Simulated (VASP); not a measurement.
# HgTe (I-4m2) in VASP: settings compared

Aim: see how the results for HgTe move with the level of theory and the settings. Levels: LDA, PBEsol, PBE, revPBE, RPBE. Tasks: single point.

Program: VASP 6.6.1. These are calculated values, not measurements. Logs are shortened: lines on timing, memory, paths and dates and some standing lists are left out, and cuts for length are marked.

## Step 1: The cell of the first run

The structure is tetragonal, space group I-4m2 (No. 119). Conventional cell: a = 5.711 Å, b = 5.711 Å, c = 3.164 Å, α = 90.00°, β = 90.00°, γ = 90.00°. Within 3.9 Å of Hg (site symmetry -4m2) lie 8 Te at 2.96 to 3.71 Å and 2 Hg at 3.16 Å. Te (site symmetry -4m2) has 8 Hg at 2.96 to 3.71 Å and 2 Te at 3.16 Å within 3.9 Å.

## Step 2: Single point, LDA

File INCAR:

```
SYSTEM = HgTe
  PREC = Accurate
  ENCUT = 520
  EDIFF = 1E-6
  ISMEAR = -1
  SIGMA = 0.05
  LREAL = .False.
  LASPH = .True.
  NELM = 100
  ALGO = Normal
  ISIF = 2
  LWAVE = .False.
  LCHARG = .True.
  LELF = .True.
  LVHAR = .True.
  NBANDS = 16
```

File KPOINTS:

```
regular mesh
0
Gamma
  10 10 10
  0 0 0
```

File POSCAR:

```
HgTe
1.0
   -2.8553119507      2.8553119507      1.5818571633
    2.8553119507     -2.8553119507      1.5818571633
    2.8553119507      2.8553119507     -1.5818571633
Hg Te
1 1
Direct
    0.7500000000      0.2500000000      0.5000000000
    0.0000000000      0.0000000000      0.0000000000
```

Potentials or basis: VASP PAW LDA potentials, release 64 (Hg, Te).

On the command line:

```console
cat potpaw_LDA.64/Hg/POTCAR potpaw_LDA.64/Te/POTCAR > POTCAR
mpirun -np 1 vasp_std > vasp.out
```

OUTCAR:

```text
SYSTEM = HgTe
   PREC = Accurate
   ENCUT = 520
   EDIFF = 1E-6
   ISMEAR = -1
   LREAL = .False.
   LASPH = .True.
   NELM = 100
   ISIF = 2

 ion  position               nearest neighbor table
   1  0.750  0.250  0.500-   2 2.96   2 2.96   2 2.96   2 2.96   2 3.71   2 3.71   2 3.71   2 3.71

   2  0.000  0.000  0.000-   1 2.96   1 2.96   1 2.96   1 2.96   1 3.71   1 3.71   1 3.71   1 3.71

  LATTYP: Found a body centered tetragonal cell.
 ALAT       =     5.7106239014
 C/A-ratio  =     0.5540050231

  Lattice vectors:

 A1 = (  -2.8553119507,   2.8553119507,   1.5818571633)
 A2 = (   2.8553119507,  -2.8553119507,   1.5818571633)
 A3 = (   2.8553119507,   2.8553119507,  -1.5818571633)

Analysis of symmetry for initial positions (statically):
=====================================================================
 Subroutine PRICEL returns:
 Original cell was already a primitive cell.

 Routine SETGRP: Setting up the symmetry group for a
 body centered tetragonal supercell.

 Subroutine GETGRP returns: Found  8 space group operations
 (whereof  8 operations were pure point group operations)
 out of a pool of 16 trial point group operations.

The static configuration has the point symmetry D_2d.

Analysis of symmetry for dynamics (positions and initial velocities):
=====================================================================
 Subroutine PRICEL returns:
 Original cell was already a primitive cell.

 Routine SETGRP: Setting up the symmetry group for a
 body centered tetragonal supercell.

 Subroutine GETGRP returns: Found  8 space group operations
 (whereof  8 operations were pure point group operations)
 out of a pool of 16 trial point group operations.

The dynamic configuration has the point symmetry D_2d.

 Subroutine INISYM returns: Found  8 space group operations
 (whereof  8 operations are pure point group operations),
 and found     1 'primitive' translations

----------------------------------------------------------------------------------------

                                     Primitive cell

  volume of cell :      51.5863

  direct lattice vectors                    reciprocal lattice vectors
    -2.855311951  2.855311951  1.581857163     0.000000000  0.175112215  0.316084165
     2.855311951 -2.855311951  1.581857163     0.175112215  0.000000000  0.316084165
     2.855311951  2.855311951 -1.581857163     0.175112215  0.175112215  0.000000000

  length of vectors
     4.336805824  4.336805824  4.336805824     0.361349536  0.361349536  0.247646069

  position of ions in fractional coordinates (direct lattice)
     0.750000000  0.250000000  0.500000000
     0.000000000  0.000000000  0.000000000

  ion indices of the primitive-cell ions
   primitive index   ion index
                 1           1
                 2           2

----------------------------------------------------------------------------------------

 KPOINTS: regular mesh

Automatic generation of k-mesh.
 Grid dimensions read from file:
 generate k-points for:   10   10   10

 Generating k-lattice:

  Cartesian coordinates                     Fractional coordinates (reciprocal lattice)
     0.000000000  0.017511221  0.031608416     0.100000000  0.000000000 -0.000000000
     0.017511221  0.000000000  0.031608416     0.000000000  0.100000000 -0.000000000
     0.017511221  0.017511221  0.000000000     0.000000000  0.000000000  0.100000000

  Length of vectors
     0.036134954  0.036134954  0.024764607

  Shift w.r.t. Gamma in fractional coordinates (k-lattice)
     0.000000000  0.000000000  0.000000000

 Subroutine IBZKPT returns following result:
 ===========================================

 Found    102 irreducible k-points:

 Following reciprocal coordinates:
            Coordinates               Weight
  0.000000  0.000000  0.000000      1.000000
  0.100000  0.000000  0.000000      8.000000
  0.200000  0.000000  0.000000      8.000000
  0.300000  0.000000  0.000000      8.000000
  0.400000 -0.000000  0.000000      8.000000
  0.500000  0.000000 -0.000000      4.000000
[... 16 lines left out ...]
  0.300000  0.300000  0.000000      8.000000
  0.400000  0.300000  0.000000     16.000000
 [... further k-points ...]
   k-points           NKPTS =    102   k-points in BZ     NKDIM =    102   number of bands    NBANDS=     16
   number of dos      NEDOS =    301   number of ions     NIONS =      2
   total plane-waves  NPLWV =  32768
   dimension x,y,z NGX =    32 NGY =   32 NGZ =   32
   dimension x,y,z NGXF=    64 NGYF=   64 NGZF=   64
   ions per type =               1   1
   NGX,Y,Z   is equivalent  to a cutoff of  12.27, 12.27, 12.27 a.u.
   NGXF,Y,Z  is equivalent  to a cutoff of  24.53, 24.53, 24.53 a.u.
 SYSTEM =  HgTe
   PREC   = accura    normal or accurate (medium, high low for compatibility)
   ISTART =      0    job   : 0-new  1-cont  2-samecut
   ICHARG =      2    charge: 1-file 2-atom 10-const
   ISPIN  =      1    spin polarized calculation?
   LNONCOLLINEAR =      F non collinear calculations
   LSORBIT =      F    spin-orbit coupling
   LASPH  =      T    aspherical Exc in radial PAW
   ENCUT  =  520.0 eV  38.22 Ry    6.18 a.u.   8.06  8.06  8.06*2*pi/ulx,y,z
   NELM   =    100;   NELMIN=  2; NELMDL= -5     # of ELM steps
   EDIFF  = 0.1E-05   stopping-criterion for ELM
   LREAL  =      F    real-space projection
[... 7 lines left out ...]
   TEBEG  =    0.0;   TEEND  =   0.0 temperature during run
   PSTRESS=    0.0 pullay stress
   NELECT =      18.0000    total number of electrons
   NUPDOWN=      -1.0000    fix difference up-down
   EMIN   =  10.00;   EMAX   =-10.00  energy-range for DOS
   EFERMI =   0.00;   METHOD = LEGACY
   ISMEAR =    -1;   SIGMA  =   0.05  broadening in eV -4-tet -1-fermi 0-gaus
   EFERMI_NEDOS =   21; number of points for ismear=-14 and -15
   IALGO  =     38    algorithm
   IMIX   =      4    mixing-type and parameters
     AMIX     =   0.40;   BMIX     =  1.00
     AMIX_MAG =   1.60;   BMIX_MAG =  1.00
  volume/ion in A,a.u.               =      25.79       174.06
  Fermi-wavevector in a.u.,A,eV,Ry     =   1.152535  2.177976 18.073128  1.328337
  Thomas-Fermi vector in A             =   2.289186
   LORBIT       =      0    0 simple, 1 ext, 2 COOP (PROOUT), +10 PAW based schemes
   GGA     = CA    functional components
   LHFCALC =     F    Hartree Fock is set to
   AEXX    =    0.0000 exact exchange contribution
   IVDW    =     0    specifies the selected vdW correction
   LEPSILON=     F    determine dielectric tensor
   LRPA    =     F    only Hartree local field effects (RPA)
 non-spin polarized calculation
  energy-cutoff  :      520.00
  volume of cell :       51.59
 maximum number of plane-waves:      1412
   NGX = 17   NGY = 17   NGZ = 17

 number of electron      18.0000005 magnetization

 Free energy of the ion-electron system (eV)
  ---------------------------------------------------
  ext. energy  EPLUGINS =         0.00000000
  ---------------------------------------------------
  free energy    TOTEN  =        -4.83658893 eV

  energy without entropy =       -4.83193966  energy(sigma->0) =       -4.83426430

 E-fermi :   5.6511     XC(G=0): -10.6379

 val. band max:        5.6457407424   @ k =  -0.2000  -0.2000   0.1000
 cond. band min:       5.6772184995   @ k =   0.2000   0.0000   0.0000
 fundamental gap:      0.0314777571
 Fermi energy:         5.6511166225

 k-point     1 :       0.0000    0.0000    0.0000
  band No.  band energies     occupation
      1      -7.5860      2.00000
      2      -2.1338      2.00000
      3      -1.6726      2.00000
      4      -1.5494      2.00000
      5      -1.1143      2.00000
      6      -1.1143      2.00000
[... 8 lines left out ...]
     15      16.2044      0.00000
     16      16.7184      0.00000

 k-point     2 :       0.1000    0.0000    0.0000
  band No.  band energies     occupation
      1      -7.4219      2.00000
      2      -1.9982      2.00000
      3      -1.6502      2.00000
      4      -1.5777      2.00000
      5      -1.1921      2.00000
      6      -1.1880      2.00000
[... 8 lines left out ...]
     15      15.5499      0.00000
     16      15.6151      0.00000

 k-point     3 :       0.2000    0.0000    0.0000
  band No.  band energies     occupation
      1      -6.9492      2.00000
      2      -1.6840      2.00000
      3      -1.6134      2.00000
      4      -1.6078      2.00000
      5      -1.3572      2.00000
      6      -1.3431      2.00000
[... 8 lines left out ...]
     15      14.6114      0.00000
     16      15.6404      0.00000

 k-point     4 :       0.3000    0.0000    0.0000
  band No.  band energies     occupation
      1      -6.2420      2.00000
      2      -1.7561      2.00000
      3      -1.7136      2.00000
      4      -1.4803      2.00000
      5      -1.3871      2.00000
      6      -1.1880      2.00000
[... 8 lines left out ...]
     15      13.9080      0.00000
     16      16.7760      0.00000
[... 324 lines left out ...]
 k-point    22 :      -0.2000    0.2000    0.0000
  band No.  band energies     occupation
      1      -7.3456      2.00000
      2      -2.1495      2.00000
      3      -1.7238      2.00000
      4      -1.6954      2.00000
      5      -1.1208      2.00000
      6      -1.0655      2.00000
[... 8 lines left out ...]
     15      16.0612      0.00000
     16      16.8725      0.00000

 k-point    23 :       0.3000    0.3000    0.0000
  band No.  band energies     occupation
      1      -5.2586      2.00000
      2      -1.9892      2.00000
      3      -1.7607      2.00000
      4      -1.3444      2.00000
      5      -1.3069      2.00000
      6      -1.0521      2.00000
[... 8 lines left out ...]
     15      15.6071      0.00000
     16      16.3485      0.00000

 k-point    24 :       0.4000    0.3000    0.0000
  band No.  band energies     occupation
      1      -5.7836      2.00000
      2      -1.8804      2.00000
      3      -1.7310      2.00000
      4      -1.4203      2.00000
      5      -1.3342      2.00000
      6      -1.2024      2.00000
[... 8 lines left out ...]
     15      15.6646      0.00000
     16      17.1679      0.00000

 [... further k-points ...]

------------------------ aborting loop because EDIFF is reached ----------------------------------------

  FORCE on cell =-STRESS in cart. coord.  units (eV):
  Direction    XX          YY          ZZ          XY          YZ          ZX
  --------------------------------------------------------------------------------------
  -------------------------------------------------------------------------------------
  Total        0.1131260      0.1131260      0.0947503      0.0000000      0.0000000      0.0000000
  in kB        3.5134893      3.5134893      2.9427738      0.0000000      0.0000000      0.0000000
  external PRESSURE =       3.3232508 kB  Pullay stress =       0.0000000 kB

 VOLUME and BASIS-vectors are now :
 -----------------------------------------------------------------------------
  energy-cutoff  :      520.00
  volume of cell :       51.59
      direct lattice vectors                 reciprocal lattice vectors
    -2.855311951  2.855311951  1.581857163     0.000000000  0.175112215  0.316084165
     2.855311951 -2.855311951  1.581857163     0.175112215  0.000000000  0.316084165
     2.855311951  2.855311951 -1.581857163     0.175112215  0.175112215  0.000000000

 POSITION                                       TOTAL-FORCE (eV/Angst)
 -----------------------------------------------------------------------------------
     -0.00000      2.85531      0.79093         0.000000      0.000000      0.000000
      0.00000      0.00000      0.00000        -0.000000     -0.000000     -0.000000
 -----------------------------------------------------------------------------------
    total drift:                               -0.000000      0.000000      0.000000

  FREE ENERGIE OF THE ION-ELECTRON SYSTEM (eV)
  ---------------------------------------------------
  free  energy   TOTEN  =        -4.8365889331 eV

  energy  without entropy=       -4.8319396617  energy(sigma->0) =       -4.83426430
```

It took 49 s on 1 thread of Intel Xeon Platinum 8488C (Sapphire Rapids), shared host; peak memory 0.22 GiB.

Results:

```
Free energy            : -4.8366 eV
Pressure               : 0.3 GPa
Band gap on the k mesh : zero (bands 9 and 10 overlap by 4.27 eV)
```

Caveat: spin-orbit coupling is left out, which moves the levels of the heavy elements.

(Continued in part 2 of 2.)

The gap in the log of VASP goes by the Fermi energy; the results here count the filled bands.